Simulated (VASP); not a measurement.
# InGe3C: electric field gradients with PBEsol

The system is InGe3C.

```
In Ge C
1.0
     4.40414    0.00000    0.00000
     0.00000    4.40414    0.00000
     0.00000    0.00000    4.40414
In Ge C
1 3 1
Direct
  0.00000 0.00000 0.00000
  0.50000 0.50000 0.00000
  0.50000 0.00000 0.50000
  0.00000 0.50000 0.50000
  0.50000 0.50000 0.50000
```

```
Program                : VASP 6.6.1
Task                   : electric field gradients
Functional             : PBEsol
Potentials or basis    : VASP PAW PBE potentials, release 64 (In_d, Ge_d, C)
Cutoff                 : 520 eV
k mesh                 : 8 × 8 × 8
Occupations            : fermi-dirac, width 0.15 eV
Spin                   : no spin polarisation
Dipole correction      : no
Further INCAR settings : ALGO = Normal; EDIFF = 1e-08; NBANDS = 38
```

```yaml
Pressure: 0.0 GPa
Band_gap_on_the_k_mesh: zero (an odd number of electrons rules out a gap without spin polarisation)
Largest_electric_field_gradient_by_atom: In +0.0; Ge -57.1; C +0.0 V/Å²
```

Levels at points of the mesh, in eV from the Fermi level:
```tsv
k point	band 25	band 26	band 27	band 28	band 29	band 30	band 31	band 32	band 33	band 34
(0.00, 0.00, 0.00)	-6.13	-6.13	-6.13	0.01	0.01	0.01	0.31	1.89	1.89	1.89
(0.50, 0.00, 0.00)	-5.44	-5.44	-3.96	-1.56	-1.56	-0.16	1.43	1.86	1.86	3.59
(0.50, 0.50, 0.00)	-5.31	-4.99	-1.14	-1.14	-0.14	-0.14	1.09	1.54	1.54	1.81
(0.50, 0.50, 0.50)	-4.93	-4.93	-4.93	-4.52	1.68	1.68	1.68	4.40	4.58	4.58
```

Electric field gradients, principal values (V/Å²):
```
atom   least  middle  greatest (by size)
1 In   0.000   0.000               0.000
2 Ge  28.559  28.559             -57.117
3 Ge  28.559  28.559             -57.117
4 Ge  28.559  28.559             -57.117
 5 C   0.000   0.000               0.000
```

Wall time 3 min on 1 thread of AMD EPYC 7R43 64-Core Processor (Zen 3) (shared host), peak memory 0.22 GiB.

Caveat: without QUAD_EFG the Cq values of the log hold for a quadrupole moment of 1 mb, not for the nuclei; the PAW data sets were made with another functional, which shifts forces and pressure a little; spin-orbit coupling is left out, which moves the levels of the heavy elements.
